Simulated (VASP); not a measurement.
# RbZn4As3 in VASP: single point with r2SCAN

Aim: the single point of RbZn4As3 with r2SCAN.

All numbers are computed with VASP 6.6.1; they aren't measurements. Logs are shortened: lines on timing, memory, paths and dates and some standing lists are left out, and cuts for length are marked.

## 1. The cell of the first run

The cell holds an amorphous packing of atoms, 8 atoms: a = 5.423 Å, b = 5.315 Å, c = 7.465 Å, α = 85.98°, β = 95.52°, γ = 110.83°.

## 2. Single point, r2SCAN

File POSCAR:

```
RbZn4As3
1.0
    5.3923510000     -0.2885640000     -0.4969160000
   -1.6255020000      5.0596970000      0.0436690000
   -0.0099800000      0.4816440000      7.4495840000
Rb Zn As
1 4 3
Direct
    0.0608050000      0.0490690000      0.4237530000
    0.6704840000      0.4311610000      0.6269190000
    0.8260700000      0.8772760000      0.8387830000
    0.3931860000      0.0505840000      0.8730520000
    0.1071580000      0.3520980000      0.0052560000
    0.6606690000      0.4683010000      0.0919460000
    0.2613800000      0.5967450000      0.6802070000
    0.4513820000      0.8179790000      0.2049890000
```

File INCAR.step1:

```
PREC     = Accurate       # precision mode
ENCUT    = 520            # plane-wave cutoff, eV
ISMEAR   = 0              # smearing method
SIGMA    = 0.016          # smearing width, eV
LREAL    = F              # projectors in reciprocal space
LASPH    = T              # aspherical terms in the spheres
NELM     = 80             # most SCF steps
NBANDS   = 46             # bands
GGA      = PE             # functional
ALGO     = Normal         # electronic algorithm
EDIFF    = 1E-4           # SCF threshold, eV
LWAVE    = T              # write WAVECAR
LCHARG   = F              # write CHGCAR
```

File INCAR.step2:

```
PREC     = Accurate       # precision mode
ENCUT    = 520            # plane-wave cutoff, eV
EDIFF    = 1E-6           # SCF threshold, eV
ISMEAR   = 0              # smearing method
SIGMA    = 0.016          # smearing width, eV
LREAL    = F              # projectors in reciprocal space
LASPH    = T              # aspherical terms in the spheres
NELM     = 80             # most SCF steps
ALGO     = Normal         # electronic algorithm
ISIF     = 2              # what is computed and relaxed
LWAVE    = F              # write WAVECAR
LCHARG   = F              # write CHGCAR
METAGGA  = R2SCAN         # meta-GGA
LMIXTAU  = T            
NBANDS   = 46             # bands
ISTART   = 1
```

File KPOINTS:

```
Automatic mesh
0
Gamma
  4 4 3
  0.5 0.5 0
```

Potentials or basis: VASP PAW PBE potentials, release 64 (Rb_sv, Zn, As).

Command:

```
> cat potpaw_PBE.64/Rb_sv/POTCAR potpaw_PBE.64/Zn/POTCAR potpaw_PBE.64/As/POTCAR > POTCAR
> cp INCAR.step1 INCAR
> mpirun -np 1 vasp_std > vasp.out
> cp INCAR.step2 INCAR
> mpirun -np 1 vasp_std > vasp.out
```

OUTCAR:

```text
PREC = Accurate
   ENCUT = 520
   EDIFF = 1E-6
   ISMEAR = 0
   LREAL = F
   LASPH = T
   NELM = 80
   ISIF = 2
   METAGGA = R2SCAN
   ISTART = 1

 ion  position               nearest neighbor table
   1  0.061  0.049  0.424-   7 3.38   7 3.38   8 3.38   8 3.38   5 3.40   3 3.40   2 3.47   2 3.54
                             4 3.65   2 3.87   6 3.96   6 4.16   8 4.17   6 4.18
   2  0.670  0.431  0.627-   7 2.73   4 2.75   3 2.77   1 3.47   1 3.54   1 3.87
   3  0.826  0.877  0.839-   6 2.73   5 2.75   2 2.77   4 2.85   4 2.87   1 3.40
   4  0.393  0.051  0.873-   7 2.73   6 2.73   8 2.73   2 2.75   3 2.85   5 2.87   3 2.87   1 3.65

   5  0.107  0.352  0.005-   7 2.73   3 2.75   6 2.84   6 2.86   4 2.87   8 2.92   1 3.40
   6  0.661  0.468  0.092-   8 2.71   4 2.73   3 2.73   5 2.84   5 2.86   1 3.96   1 4.16   1 4.18

   7  0.261  0.597  0.680-   5 2.73   2 2.73   4 2.73   1 3.38   1 3.38
   8  0.451  0.818  0.205-   6 2.71   4 2.73   5 2.92   1 3.38   1 3.38   1 4.17

  LATTYP: Found a triclinic cell.
 ALAT       =     6.0957603575
 B/A-ratio  =     2.3193986243
 C/A-ratio  =     3.0595963186
 COS(alpha) =     0.0024072425
 COS(beta)  =     0.5150096590
 COS(gamma) =     0.8493423355

  Lattice vectors:

 A1 = (   3.7668490000,   4.7711330000,  -0.4532470000)
 A2 = (   7.5237180000,  10.0239100000,   6.5430900000)
 A3 = (   9.1791600000,   3.5192810000, -15.8493310000)

Analysis of symmetry for initial positions (statically):
=====================================================================
 Subroutine PRICEL returns:
 Original cell was already a primitive cell.

 Routine SETGRP: Setting up the symmetry group for a
 triclinic supercell.

 Subroutine GETGRP returns: Found  1 space group operations
 (whereof  1 operations were pure point group operations)
 out of a pool of  2 trial point group operations.

The static configuration has the point symmetry C_1 .

Analysis of symmetry for dynamics (positions and initial velocities):
=====================================================================
 Subroutine PRICEL returns:
 Original cell was already a primitive cell.

 Routine SETGRP: Setting up the symmetry group for a
 triclinic supercell.

 Subroutine GETGRP returns: Found  1 space group operations
 (whereof  1 operations were pure point group operations)
 out of a pool of  2 trial point group operations.

The dynamic configuration has the point symmetry C_1 .

 Subroutine INISYM returns: Found  1 space group operations
 (whereof  1 operations are pure point group operations),
 and found     1 'primitive' translations

----------------------------------------------------------------------------------------

                                     Primitive cell

  volume of cell :     200.0083

  direct lattice vectors                    reciprocal lattice vectors
     5.392351000 -0.288564000 -0.496916000     0.188350227  0.060541883 -0.003661936
    -1.625502000  5.059697000  0.043669000     0.009551330  0.200820748 -0.012971031
    -0.009980000  0.481644000  7.449584000     0.012507698  0.002861178  0.134067454

  length of vectors
     5.422881522  5.314574062  7.465144494     0.197875055  0.201465750  0.134680032

  position of ions in fractional coordinates (direct lattice)
     0.060805000  0.049069000  0.423753000
     0.670484000  0.431161000  0.626919000
     0.826070000  0.877276000  0.838783000
     0.393186000  0.050584000  0.873052000
     0.107158000  0.352098000  0.005256000
     0.660669000  0.468301000  0.091946000
     0.261380000  0.596745000  0.680207000
     0.451382000  0.817979000  0.204989000

  ion indices of the primitive-cell ions
   primitive index   ion index
                 1           1
                 2           2
                 3           3
                 4           4
                 5           5
                 6           6
                 7           7
                 8           8

----------------------------------------------------------------------------------------

 KPOINTS: Automatic mesh

Automatic generation of k-mesh.
 Grid dimensions read from file:
 generate k-points for:    4    4    3

 Generating k-lattice:

  Cartesian coordinates                     Fractional coordinates (reciprocal lattice)
     0.047087557  0.015135471 -0.000915484     0.250000000  0.000000000  0.000000000
     0.002387833  0.050205187 -0.003242758     0.000000000  0.250000000  0.000000000
     0.004169233  0.000953726  0.044689151     0.000000000 -0.000000000  0.333333333

  Length of vectors
     0.049468764  0.050366438  0.044893344

  Shift w.r.t. Gamma in fractional coordinates (k-lattice)
     0.500000000  0.500000000  0.000000000

 Subroutine IBZKPT returns following result:
 ===========================================

 Found     24 irreducible k-points:

 Following reciprocal coordinates:
            Coordinates               Weight
  0.125000  0.125000 -0.000000      2.000000
  0.375000  0.125000 -0.000000      2.000000
 -0.375000  0.125000  0.000000      2.000000
 -0.125000  0.125000 -0.000000      2.000000
  0.125000  0.375000 -0.000000      2.000000
  0.375000  0.375000 -0.000000      2.000000
[... 16 lines left out ...]
 -0.375000 -0.125000  0.333333      2.000000
 -0.125000 -0.125000  0.333333      2.000000
   k-points           NKPTS =     24   k-points in BZ     NKDIM =     24   number of bands    NBANDS=     46
   number of dos      NEDOS =    301   number of ions     NIONS =      8
   total plane-waves  NPLWV =  89600
   dimension x,y,z NGX =    40 NGY =   40 NGZ =   56
   dimension x,y,z NGXF=    80 NGYF=   80 NGZF=  112
   ions per type =               1   4   3
   NGX,Y,Z   is equivalent  to a cutoff of  12.26, 12.51, 12.47 a.u.
   NGXF,Y,Z  is equivalent  to a cutoff of  24.53, 25.02, 24.94 a.u.
 SYSTEM =  unknown system
   PREC   = accura    normal or accurate (medium, high low for compatibility)
   ISTART =      1    job   : 0-new  1-cont  2-samecut
   ICHARG =      0    charge: 1-file 2-atom 10-const
   ISPIN  =      1    spin polarized calculation?
   LNONCOLLINEAR =      F non collinear calculations
   LSORBIT =      F    spin-orbit coupling
   LASPH  =      T    aspherical Exc in radial PAW
   ENCUT  =  520.0 eV  38.22 Ry    6.18 a.u.  10.08  9.88 13.88*2*pi/ulx,y,z
   NELM   =     80;   NELMIN=  2; NELMDL=  0     # of ELM steps
   EDIFF  = 0.1E-05   stopping-criterion for ELM
   LREAL  =      F    real-space projection
   EDIFFG = 0.1E-04   stopping-criterion for IOM
   NSW    =      0    number of steps for IOM
   IBRION =     -1    ionic relax: 0-MD 1-quasi-New 2-CG
   NFREE  =      0    steps in history (QN), initial steepest desc. (CG)
   ISIF   =      2    stress and relaxation
   ISYM   =      2    0-nonsym 1-usesym 2-fastsym
   POTIM  = 0.5000    time-step for ionic-motion
   TEBEG  =    0.0;   TEEND  =   0.0 temperature during run
   PSTRESS=    0.0 pullay stress
   NELECT =      72.0000    total number of electrons
   NUPDOWN=      -1.0000    fix difference up-down
   EMIN   =  10.00;   EMAX   =-10.00  energy-range for DOS
   EFERMI =   0.00;   METHOD = LEGACY
   ISMEAR =     0;   SIGMA  =   0.02  broadening in eV -4-tet -1-fermi 0-gaus
   EFERMI_NEDOS =   21; number of points for ismear=-14 and -15
   IALGO  =     38    algorithm
   IMIX   =      4    mixing-type and parameters
     AMIX     =   0.40;   BMIX     =  1.00
     AMIX_MAG =   1.60;   BMIX_MAG =  1.00
  volume/ion in A,a.u.               =      25.00       168.72
  Fermi-wavevector in a.u.,A,eV,Ry     =   1.164581  2.200739 18.452884  1.356249
  Thomas-Fermi vector in A             =   2.301117
   LORBIT       =      0    0 simple, 1 ext, 2 COOP (PROOUT), +10 PAW based schemes
   METAGGA = R2SCAN    functional components
   LHFCALC =     F    Hartree Fock is set to
   AEXX    =    0.0000 exact exchange contribution
   IVDW    =     0    specifies the selected vdW correction
   LEPSILON=     F    determine dielectric tensor
   LRPA    =     F    only Hartree local field effects (RPA)
 non-spin polarized calculation
 Gauss-broadening in eV      SIGMA  =   0.02
  energy-cutoff  :      520.00
  volume of cell :      200.01
 maximum number of plane-waves:      5411
   NGX = 21   NGY = 19   NGZ = 27

 number of electron      72.0000003 magnetization

 Free energy of the ion-electron system (eV)
  ---------------------------------------------------
  ext. energy  EPLUGINS =         0.00000000
  ---------------------------------------------------
  free energy    TOTEN  =       -91.87422813 eV

  energy without entropy =      -91.87421185  energy(sigma->0) =      -91.87421999

 E-fermi :   1.7331     XC(G=0):  -9.7453

 val. band max:        1.7016103523   @ k =  -0.3750  -0.3750   0.3333
 cond. band min:       1.7668149201   @ k =   0.1250   0.1250   0.3333
 fundamental gap:      0.0652045678
 Fermi energy:         1.7330670327

 k-point     1 :       0.1250    0.1250   -0.0000
  band No.  band energies     occupation
      1     -26.1893      2.00000
      2     -10.4040      2.00000
      3     -10.0406      2.00000
      4      -9.8143      2.00000
      5      -9.7564      2.00000
      6      -8.8487      2.00000
[... 38 lines left out ...]
     45       6.6410      0.00000
     46       7.1829      0.00000

 k-point     2 :       0.3750    0.1250   -0.0000
  band No.  band energies     occupation
      1     -26.1887      2.00000
      2     -10.3729      2.00000
      3      -9.9894      2.00000
      4      -9.8221      2.00000
      5      -9.6164      2.00000
      6      -8.8696      2.00000
[... 38 lines left out ...]
     45       6.5339      0.00000
     46       7.1697      0.00000

 k-point     3 :      -0.3750    0.1250    0.0000
  band No.  band energies     occupation
      1     -26.1888      2.00000
      2     -10.3669      2.00000
      3     -10.0012      2.00000
      4      -9.8270      2.00000
      5      -9.6588      2.00000
      6      -8.8509      2.00000
[... 1018 lines left out ...]
     45       6.6355      0.00000
     46       6.8526      0.00000

 k-point    24 :      -0.1250   -0.1250    0.3333
  band No.  band energies     occupation
      1     -26.1893      2.00000
      2     -10.4079      2.00000
      3     -10.0117      2.00000
      4      -9.8192      2.00000
      5      -9.7506      2.00000
      6      -8.9127      2.00000
[... 38 lines left out ...]
     45       6.7417      0.00000
     46       7.0173      0.00000

------------------------ aborting loop because EDIFF is reached ----------------------------------------

  FORCE on cell =-STRESS in cart. coord.  units (eV):
  Direction    XX          YY          ZZ          XY          YZ          ZX
  --------------------------------------------------------------------------------------
  -------------------------------------------------------------------------------------
  Total       -8.3713839     -7.1677640     -3.3603162      0.8027589     -2.2337516      2.4302551
  in kB      -67.0594315    -57.4177677    -26.9179977      6.4305443    -17.8935901     19.4676921
  external PRESSURE =     -50.4650656 kB  Pullay stress =       0.0000000 kB

 VOLUME and BASIS-vectors are now :
 -----------------------------------------------------------------------------
  energy-cutoff  :      520.00
  volume of cell :      200.01
      direct lattice vectors                 reciprocal lattice vectors
     5.392351000 -0.288564000 -0.496916000     0.188350227  0.060541883 -0.003661936
    -1.625502000  5.059697000  0.043669000     0.009551330  0.200820748 -0.012971031
    -0.009980000  0.481644000  7.449584000     0.012507698  0.002861178  0.134067454

 POSITION                                       TOTAL-FORCE (eV/Angst)
 -----------------------------------------------------------------------------------
      0.24389      0.43483      3.12871        -0.175960      0.129265     -0.400946
      2.90838      2.29002      4.35594         0.146994      0.294970      0.604767
      3.02007      4.60437      5.87641        -0.067677     -0.101854      0.657839
      2.02926      0.56298      6.31070        -0.071926     -0.406665      0.337065
      0.00545      1.75312      0.00128         0.241855      0.650174     -0.741901
      2.80042      2.22310      0.37711        -0.452958      0.127790      0.241713
      0.43265      3.27154      4.96343        -0.135291      0.331141      0.362514
      1.10234      4.10721      1.33850         0.514964     -1.024821     -1.061050
 -----------------------------------------------------------------------------------
    total drift:                                0.005009      0.023416     -0.028636

  FREE ENERGIE OF THE ION-ELECTRON SYSTEM (eV)
  ---------------------------------------------------
  free  energy   TOTEN  =       -91.8742281332 eV

  energy  without entropy=      -91.8742118474  energy(sigma->0) =      -91.87421999
```

Wall time 15 min (1 thread of Oxide Virtual Turin-like, shared host); peak memory 0.39 GiB.

What came out:

- Free energy: -91.8742 eV
- Pressure: -5.0 GPa
- Largest force: 1.562 eV/Å
- Band gap on the k mesh: zero (band 36 reaches 1.89 eV, above the bottom of band 37 at 1.38 eV)

Forces in eV/Å, atoms in the order of the input:
```
Rb  -0.176  0.129 -0.401
Zn   0.147  0.295  0.605
Zn  -0.068 -0.102  0.658
Zn  -0.072 -0.407  0.337
Zn   0.242  0.650 -0.742
As  -0.453  0.128  0.242
As  -0.135  0.331  0.363
As   0.515 -1.025 -1.061
```

Stress tensor (GPa, compression positive):
```
-6.71  0.64  1.95
 0.64 -5.74 -1.79
 1.95 -1.79 -2.69
```

Levels at points of the mesh, in eV from the Fermi level:
```csv
k point,band 33,band 34,band 35,band 36,band 37,band 38,band 39,band 40
"(0.12, 0.12, 0.00)",-1.75,-1.20,-1.05,-0.27,0.14,0.72,0.95,1.67
```

Caveat: the PAW data sets were made with another functional, which shifts forces and pressure a little.
